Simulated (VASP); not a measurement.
Wanted: the native input for a VASP 6.6.1 run.

- Task: relaxation of cell and atoms
- Functional: PBE
- Potentials or basis: VASP PAW PBE potentials, release 64 (Br)
- Cutoff: 500 eV
- k mesh: 11 × 11 × 11
- Occupations: fermi-dirac, width 0.02 eV
- Spin: no spin polarisation
- Dipole correction: no
- Further INCAR settings: ALGO = Normal; EDIFF = 1e-07; IBRION = 2; EDIFFG = -0.02; NSW = 60; ISIF = 3

The structure of Br lies in POSCAR:

```
Br
1.0
    0.0000000000      3.2400000000      3.2400000000
    3.2400000000      0.0000000000      3.2400000000
    3.2400000000      3.2400000000      0.0000000000
Br
2
Direct
    1.0000000000      1.0000000000      1.0000000000
    0.2500000000      0.2500000000      0.2500000000
```

One way to write it, as run:

INCAR

```
ALGO = Normal ; EDIFF = 1E-7
EDIFFG = -0.02 ; ENCUT = 500
GGA = PE ; GGA_COMPAT = F
IBRION = 2 ; ISIF = 3
ISMEAR = -1 ; LASPH = T
LCHARG = F ; LREAL = F
LWAVE = F ; NELM = 120
NELMIN = 4 ; NSW = 60
PREC = Accurate ; SIGMA = 0.02
```

KPOINTS

```
k-points
0
Gamma
  11 11 11
```

Potentials or basis: VASP PAW PBE potentials, release 64 (Br).

Command:

```sh
$ cat potpaw_PBE.64/Br/POTCAR > POTCAR
$ mpirun -np 1 vasp_std > vasp.out
```

Results of the run:

* Relaxed volume: 42.77 Å³/atom
* Relaxed cell: a = 4.946 Å, b = 4.946 Å, c = 4.946 Å, α = 60.00°, β = 60.00°, γ = 60.00°
* Space group after relaxing (to 0.1 Å): Fd-3m (No. 227)
* Energy gained by relaxing: 137.7 meV/atom
* Ionic steps: 4
* Pressure after relaxing: 0.0 GPa
* Band gap on the k mesh: zero (bands 7 and 8 overlap by 1.19 eV)

Caveat: the volume moved by over 15 % at a fixed basis, so the end points are rough.

It took 69 s on 1 thread of AMD EPYC 9R45 96-Core Processor (Zen 5) (shared host), peak memory 0.19 GiB.
